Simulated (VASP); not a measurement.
TlBr (CsCl type), 2 atoms in the cell. The structure is cubic, space group Pm-3m (No. 221). The conventional cell has a = 4.052 Å, b = 4.052 Å, c = 4.052 Å, α = 90.00°, β = 90.00°, γ = 90.00°. Within 4.6 Å of Tl (site symmetry m-3m) lie 8 Br at 3.51 Å and 6 Tl at 4.05 Å. Within 4.6 Å of Br (site symmetry m-3m) lie 8 Tl at 3.51 Å and 6 Br at 4.05 Å. 

```yaml
Program: VASP 6.6.1
Task: single point
Functional: PBE
Potentials_or_basis: VASP PAW PBE potentials, release 64 (Tl_d, Br)
Cutoff: 500 eV
k_mesh: 12 × 12 × 12
Occupations: fermi-dirac, width 0.08 eV
Spin: no spin polarisation
Dipole_correction: no
Further_INCAR_settings: ALGO = Normal; EDIFF = 1e-06; NBANDS = 17
```

Potentials or basis: VASP PAW PBE potentials, release 64 (Tl_d, Br).

Run with:

```bash
$ cat potpaw_PBE.64/Tl_d/POTCAR potpaw_PBE.64/Br/POTCAR > POTCAR
$ mpirun -np 1 vasp_std > vasp.out
```

Hardware: 1 thread of Intel(R) Xeon(R) Platinum 8375C CPU @ 2.90GHz (Ice Lake), with other jobs on the host.

**Question.** Estimate the wall time of this run.

**Answer.** Run time: 53 s on 1 thread of Intel(R) Xeon(R) Platinum 8375C CPU @ 2.90GHz (Ice Lake) (shared host), peak memory 0.23 GiB. Counts: scf iterations 12, k points 84.
